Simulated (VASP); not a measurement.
# ScSi4O (F-43m) in VASP: further runs

Runs on ScSi4O. Level: PBE. Tasks: single point, relaxation of cell and atoms.

Program: VASP 6.6.1. These are calculated values, not measurements. Logs are shortened: lines on timing, memory, paths and dates and some standing lists are left out, and cuts for length are marked.

**1. The cell of the first run**

The structure is cubic, space group F-43m (No. 216). Conventional cell: a = 7.013 Å, b = 7.013 Å, c = 7.013 Å, α = 90.00°, β = 90.00°, γ = 90.00°. Within 3.8 Å of Sc (site symmetry -43m) lie 12 Si at 2.91 Å and 4 O at 3.04 Å. Within 3.2 Å of Si (site symmetry 3m) lie 6 Si at 2.45 to 2.51 Å and 3 O at 2.90 Å and 3 Sc at 2.91 Å. Within 3.8 Å of O (site symmetry -43m) lie 12 Si at 2.90 Å and 4 Sc at 3.04 Å.

The cell was built from a structure type or drawn by symmetry, and may not be a known phase.

**2. Single point, PBE**

Contents of INCAR:

```
SYSTEM = ScSi4O
PREC = Accurate
ENCUT = 520
EDIFF = 1E-6
ISMEAR = 0
SIGMA = 0.1
LREAL = .FALSE.
LASPH = .TRUE.
NELM = 60
ALGO = Normal
ISIF = 2
LWAVE = .FALSE.
LCHARG = .FALSE.
GGA = PE
NBANDS = 26
```

Contents of KPOINTS:

```
Automatic mesh
0
G
  4 4 4
  0 0 0
```

Contents of POSCAR:

```
ScSi4O
1.0
    0.0000000000      3.5065871068      3.5065871068
    3.5065871068      0.0000000000      3.5065871068
    3.5065871068      3.5065871068      0.0000000000
Sc Si O
1 4 1
Direct
    0.2500000000      0.2500000000      0.2500000000
    0.6265607891      0.1203176328      0.6265607891
    0.6265607891      0.6265607891      0.1203176328
    0.6265607891      0.6265607891      0.6265607891
    0.1203176328      0.6265607891      0.6265607891
    0.0000000000      0.0000000000      0.0000000000
```

Potentials or basis: VASP PAW PBE potentials, release 64 (Sc_sv, Si, O).

Started as:

```sh
$ cat potpaw_PBE.64/Sc_sv/POTCAR potpaw_PBE.64/Si/POTCAR potpaw_PBE.64/O/POTCAR > POTCAR
$ mpirun -np 1 vasp_std > vasp.out
```

OUTCAR:

```text
SYSTEM = ScSi4O
   PREC = Accurate
   ENCUT = 520
   EDIFF = 1E-6
   ISMEAR = 0
   LREAL = .FALSE.
   LASPH = .TRUE.
   NELM = 60
   ISIF = 2
   GGA = PE

 ion  position               nearest neighbor table
   1  0.250  0.250  0.250-   2 2.91   5 2.91   3 2.91   5 2.91   2 2.91   3 2.91   4 2.91   4 2.91
                             4 2.91   2 2.91   3 2.91   5 2.91
   2  0.627  0.120  0.627-   3 2.45   4 2.45   5 2.45   3 2.51   4 2.51   5 2.51   1 2.91   1 2.91
                             1 2.91
   3  0.627  0.627  0.120-   2 2.45   4 2.45   5 2.45   4 2.51   2 2.51   5 2.51   1 2.91   1 2.91
                             1 2.91
   4  0.627  0.627  0.627-   2 2.45   3 2.45   5 2.45   3 2.51   2 2.51   5 2.51   1 2.91   1 2.91
                             1 2.91
   5  0.120  0.627  0.627-   2 2.45   3 2.45   4 2.45   4 2.51   3 2.51   2 2.51   1 2.91   1 2.91
                             1 2.91
   6  0.000  0.000  0.000-

  LATTYP: Found a face centered cubic cell.
 ALAT       =     7.0131742136

  Lattice vectors:

 A1 = (   0.0000000000,   3.5065871068,   3.5065871068)
 A2 = (   3.5065871068,   0.0000000000,   3.5065871068)
 A3 = (   3.5065871068,   3.5065871068,   0.0000000000)

Analysis of symmetry for initial positions (statically):
=====================================================================
 Subroutine PRICEL returns:
 Original cell was already a primitive cell.

 Routine SETGRP: Setting up the symmetry group for a
 face centered cubic supercell.

 Subroutine GETGRP returns: Found 24 space group operations
 (whereof 24 operations were pure point group operations)
 out of a pool of 48 trial point group operations.

The static configuration has the point symmetry T_d .

Analysis of symmetry for dynamics (positions and initial velocities):
=====================================================================
 Subroutine PRICEL returns:
 Original cell was already a primitive cell.

 Routine SETGRP: Setting up the symmetry group for a
 face centered cubic supercell.

 Subroutine GETGRP returns: Found 24 space group operations
 (whereof 24 operations were pure point group operations)
 out of a pool of 48 trial point group operations.

The dynamic configuration has the point symmetry T_d .

 Subroutine INISYM returns: Found 24 space group operations
 (whereof 24 operations are pure point group operations),
 and found     1 'primitive' translations

----------------------------------------------------------------------------------------

                                     Primitive cell

  volume of cell :      86.2351

  direct lattice vectors                    reciprocal lattice vectors
     0.000000000  3.506587107  3.506587107    -0.142588786  0.142588786  0.142588786
     3.506587107  0.000000000  3.506587107     0.142588786 -0.142588786  0.142588786
     3.506587107  3.506587107  0.000000000     0.142588786  0.142588786 -0.142588786

  length of vectors
     4.959063044  4.959063044  4.959063044     0.246971023  0.246971023  0.246971023

  position of ions in fractional coordinates (direct lattice)
     0.250000000  0.250000000  0.250000000
     0.626560789  0.120317633  0.626560789
     0.626560789  0.626560789  0.120317633
     0.626560789  0.626560789  0.626560789
     0.120317633  0.626560789  0.626560789
     0.000000000  0.000000000  0.000000000

  ion indices of the primitive-cell ions
   primitive index   ion index
                 1           1
                 2           2
                 3           3
                 4           4
                 5           5
                 6           6

----------------------------------------------------------------------------------------

 KPOINTS: Automatic mesh

Automatic generation of k-mesh.
 Grid dimensions read from file:
 generate k-points for:    4    4    4

 Generating k-lattice:

  Cartesian coordinates                     Fractional coordinates (reciprocal lattice)
    -0.035647197  0.035647197  0.035647197     0.250000000  0.000000000  0.000000000
     0.035647197 -0.035647197  0.035647197     0.000000000  0.250000000  0.000000000
     0.035647197  0.035647197 -0.035647197     0.000000000  0.000000000  0.250000000

  Length of vectors
     0.061742756  0.061742756  0.061742756

  Shift w.r.t. Gamma in fractional coordinates (k-lattice)
     0.000000000  0.000000000  0.000000000

 Subroutine IBZKPT returns following result:
 ===========================================

 Found      8 irreducible k-points:

 Following reciprocal coordinates:
            Coordinates               Weight
  0.000000  0.000000  0.000000      1.000000
  0.250000  0.000000  0.000000      8.000000
  0.500000  0.000000  0.000000      4.000000
  0.250000  0.250000  0.000000      6.000000
  0.500000  0.250000  0.000000     24.000000
 -0.250000  0.250000  0.000000     12.000000
  0.500000  0.500000  0.000000      3.000000
 -0.250000  0.500000  0.250000      6.000000
   k-points           NKPTS =      8   k-points in BZ     NKDIM =      8   number of bands    NBANDS=     26
   number of dos      NEDOS =    301   number of ions     NIONS =      6
   total plane-waves  NPLWV =  64000
   dimension x,y,z NGX =    40 NGY =   40 NGZ =   40
   dimension x,y,z NGXF=    80 NGYF=   80 NGZF=   80
   ions per type =               1   4   1
   NGX,Y,Z   is equivalent  to a cutoff of  13.41, 13.41, 13.41 a.u.
   NGXF,Y,Z  is equivalent  to a cutoff of  26.82, 26.82, 26.82 a.u.
 SYSTEM =  ScSi4O
   PREC   = accura    normal or accurate (medium, high low for compatibility)
   ISTART =      0    job   : 0-new  1-cont  2-samecut
   ICHARG =      2    charge: 1-file 2-atom 10-const
   ISPIN  =      1    spin polarized calculation?
   LNONCOLLINEAR =      F non collinear calculations
   LSORBIT =      F    spin-orbit coupling
   LASPH  =      T    aspherical Exc in radial PAW
   ENCUT  =  520.0 eV  38.22 Ry    6.18 a.u.   9.22  9.22  9.22*2*pi/ulx,y,z
   NELM   =     60;   NELMIN=  2; NELMDL= -5     # of ELM steps
   EDIFF  = 0.1E-05   stopping-criterion for ELM
   LREAL  =      F    real-space projection
   EDIFFG = 0.1E-04   stopping-criterion for IOM
   NSW    =      0    number of steps for IOM
   IBRION =     -1    ionic relax: 0-MD 1-quasi-New 2-CG
   NFREE  =      0    steps in history (QN), initial steepest desc. (CG)
   ISIF   =      2    stress and relaxation
   ISYM   =      2    0-nonsym 1-usesym 2-fastsym
   POTIM  = 0.5000    time-step for ionic-motion
   TEBEG  =    0.0;   TEEND  =   0.0 temperature during run
   PSTRESS=    0.0 pullay stress
   NELECT =      33.0000    total number of electrons
   NUPDOWN=      -1.0000    fix difference up-down
   EMIN   =  10.00;   EMAX   =-10.00  energy-range for DOS
   EFERMI =   0.00;   METHOD = LEGACY
   ISMEAR =     0;   SIGMA  =   0.10  broadening in eV -4-tet -1-fermi 0-gaus
   EFERMI_NEDOS =   21; number of points for ismear=-14 and -15
   IALGO  =     38    algorithm
   IMIX   =      4    mixing-type and parameters
     AMIX     =   0.40;   BMIX     =  1.00
     AMIX_MAG =   1.60;   BMIX_MAG =  1.00
  volume/ion in A,a.u.               =      14.37        96.99
  Fermi-wavevector in a.u.,A,eV,Ry     =   1.188552  2.246038 19.220349  1.412656
  Thomas-Fermi vector in A             =   2.324679
   LORBIT       =      0    0 simple, 1 ext, 2 COOP (PROOUT), +10 PAW based schemes
   GGA     = PE    functional components
   LHFCALC =     F    Hartree Fock is set to
   AEXX    =    0.0000 exact exchange contribution
   IVDW    =     0    specifies the selected vdW correction
   LEPSILON=     F    determine dielectric tensor
   LRPA    =     F    only Hartree local field effects (RPA)
 non-spin polarized calculation
 Gauss-broadening in eV      SIGMA  =   0.10
  energy-cutoff  :      520.00
  volume of cell :       86.24
 maximum number of plane-waves:      2346
 NGX is ok and might be reduce to    40
   NGX = 19   NGY = 19   NGZ = 19

 number of electron      33.0000004 magnetization

 Free energy of the ion-electron system (eV)
  ---------------------------------------------------
  ext. energy  EPLUGINS =         0.00000000
  ---------------------------------------------------
  free energy    TOTEN  =       -33.50200290 eV

  energy without entropy =      -33.49306811  energy(sigma->0) =      -33.49753551

 E-fermi :   8.0024     XC(G=0): -11.0215

 val. band max:        7.9597923810   @ k =   0.2500   0.2500   0.0000
 cond. band min:       8.0456671825   @ k =   0.5000   0.5000   0.0000
 fundamental gap:      0.0858748014
 Fermi energy:         8.0024253743

 k-point     1 :       0.0000    0.0000    0.0000
  band No.  band energies     occupation
      1     -41.6828      2.00000
      2     -20.3354      2.00000
      3     -20.3354      2.00000
      4     -20.3354      2.00000
      5      -8.7912      2.00000
      6      -4.8808      2.00000
[... 18 lines left out ...]
     25      13.2671      0.00000
     26      13.2671      0.00000

 k-point     2 :       0.2500    0.0000    0.0000
  band No.  band energies     occupation
      1     -41.6827      2.00000
      2     -20.3398      2.00000
      3     -20.3359      2.00000
      4     -20.3359      2.00000
      5      -8.7045      2.00000
      6      -4.6680      2.00000
[... 18 lines left out ...]
     25      12.9826      0.00000
     26      12.9914      0.00000

 k-point     3 :       0.5000    0.0000    0.0000
  band No.  band energies     occupation
      1     -41.6826      2.00000
      2     -20.3443      2.00000
      3     -20.3365      2.00000
      4     -20.3365      2.00000
      5      -8.6187      2.00000
      6      -4.2938      2.00000
[... 108 lines left out ...]
 k-point     7 :       0.5000    0.5000    0.0000
  band No.  band energies     occupation
      1     -41.6825      2.00000
      2     -20.3438      2.00000
      3     -20.3385      2.00000
      4     -20.3385      2.00000
      5      -8.5821      2.00000
      6      -3.4620      2.00000
[... 18 lines left out ...]
     25      12.3688      0.00000
     26      12.3688      0.00000

 k-point     8 :      -0.2500    0.5000    0.2500
  band No.  band energies     occupation
      1     -41.6825      2.00000
      2     -20.3416      2.00000
      3     -20.3406      2.00000
      4     -20.3385      2.00000
      5      -8.5793      2.00000
      6      -3.3899      2.00000
[... 18 lines left out ...]
     25      12.1291      0.00000
     26      13.5046      0.00000

------------------------ aborting loop because EDIFF is reached ----------------------------------------

  FORCE on cell =-STRESS in cart. coord.  units (eV):
  Direction    XX          YY          ZZ          XY          YZ          ZX
  --------------------------------------------------------------------------------------
  -------------------------------------------------------------------------------------
  Total       -0.0733111     -0.0733111     -0.0733111      0.0000000      0.0000000      0.0000000
  in kB       -1.3620599     -1.3620599     -1.3620599      0.0000000      0.0000000      0.0000000
  external PRESSURE =      -1.3620599 kB  Pullay stress =       0.0000000 kB

 VOLUME and BASIS-vectors are now :
 -----------------------------------------------------------------------------
  energy-cutoff  :      520.00
  volume of cell :       86.24
      direct lattice vectors                 reciprocal lattice vectors
     0.000000000  3.506587107  3.506587107    -0.142588786  0.142588786  0.142588786
     3.506587107  0.000000000  3.506587107     0.142588786 -0.142588786  0.142588786
     3.506587107  3.506587107  0.000000000     0.142588786  0.142588786 -0.142588786

 POSITION                                       TOTAL-FORCE (eV/Angst)
 -----------------------------------------------------------------------------------
      1.75329      1.75329      1.75329        -0.000000     -0.000000     -0.000000
      2.61899      4.39418      2.61899         0.000037     -0.000037      0.000037
      2.61899      2.61899      4.39418         0.000037      0.000037     -0.000037
      4.39418      4.39418      4.39418        -0.000037     -0.000037     -0.000037
      4.39418      2.61899      2.61899        -0.000037      0.000037      0.000037
      0.00000      0.00000      0.00000        -0.000000     -0.000000     -0.000000
 -----------------------------------------------------------------------------------
    total drift:                                0.000000      0.000000      0.000000

  FREE ENERGIE OF THE ION-ELECTRON SYSTEM (eV)
  ---------------------------------------------------
  free  energy   TOTEN  =       -33.5020029046 eV

  energy  without entropy=      -33.4930681065  energy(sigma->0) =      -33.49753551
```

It took 61 s on 1 thread of Intel Xeon 8259CL, shared host; peak memory 0.24 GiB.

Results:

| Property | Result |
| --- | --- |
| Free energy | -33.5020 eV |
| Pressure | -0.1 GPa |
| Band gap on the k mesh | zero (an odd number of electrons rules out a gap without spin polarisation) |

Caveat: the k points lie up to 0.39 Å⁻¹ apart, too coarse for converged energies and pressures of a metal; an odd number of electrons without spin polarisation forces a metal; a magnetic or distorted state may lie lower.

[end of part 1 of 3]
